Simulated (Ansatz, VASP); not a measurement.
# Two plane-wave programs on W

```
CELL_PARAMETERS angstrom
-1.55537 1.59730 1.55537
1.63923 -1.59730 1.63923
1.55537 1.59730 -1.55537
ATOMIC_POSITIONS crystal
W 0.00000 0.00000 0.00000
```

Change from the starting cell: strain +0.0525 x Voigt [0, 0, 0, 0, 1, 0], atoms carried along.

Alike in both runs: task single point; functional PBE; k mesh 20 × 20 × 20; occupations gaussian, width 0.15 eV; no spin polarisation.

|  | VASP | Ansatz |
| --- | --- | --- |
| version | VASP 6.6.1 | Ansatz 0.2.0 |
| potentials or method | VASP PAW PBE potentials, release 64 (W_sv), cutoff 520 eV | scalar-relativistic, plane waves, PAW |
| valence electrons in the cell | 14 | 14 |

Ansatz gave:

| Item | Value |
| --- | --- |
| gap on the k mesh at the Fermi level (eV) | none |
| pressure (GPa) | -2.4 |
| traceless stress, the component that is largest in VASP (GPa) | -7.45 |

Question: Which values does VASP return?

Answer: gap on the k mesh at the Fermi level (eV): none; pressure (GPa): -2.0; traceless stress, the component that is largest in VASP (GPa): -7.56.

A gap of «none» marks a metal or a gap that the smearing closes.

Neither program's run includes spin-orbit coupling.
